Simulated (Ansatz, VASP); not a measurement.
**Si: VASP beside Ansatz**

```xyz
2
Lattice="-2.1835 2.2974 1.2750 2.1835 -2.2974 1.2750 2.1835 2.2974 -1.2750" Properties=species:S:1:pos:R:3 pbc="T T T"
Si    0.0000    1.1487    1.4204
Si    2.1835    1.1487   -0.1453
```

Change from the starting cell: equal xx and yy strain of -3 %.

Alike in both runs: task single point; functional LDA; k mesh 16 × 16 × 16; occupations fermi-dirac, width 0.05 eV; no spin polarisation.

|  | VASP | Ansatz |
| --- | --- | --- |
| version | VASP 6.6.1 | Ansatz 0.2.0 |
| potentials or method | VASP PAW LDA potentials, release 64 (Si), cutoff 520 eV | all-electron LAPW, scalar-relativistic |

Ansatz gave:

- pressure (GPa): 22.6
- traceless stress, the component that is largest in VASP (GPa): 6.54
- rms of the force components (eV/Å): 0.021

What did VASP give for the same quantities?

Pressure (GPa): 22.8; traceless stress, the component that is largest in VASP (GPa): 6.61; rms of the force components (eV/Å): 0.021.

LDA's correlation is that of Perdew and Zunger in VASP and of Perdew and Wang (1992) in Ansatz. Atom by atom the forces differ by 0.000 eV/Å (rms over components). Ansatz ran all-electron here, and VASP with PAW potentials.
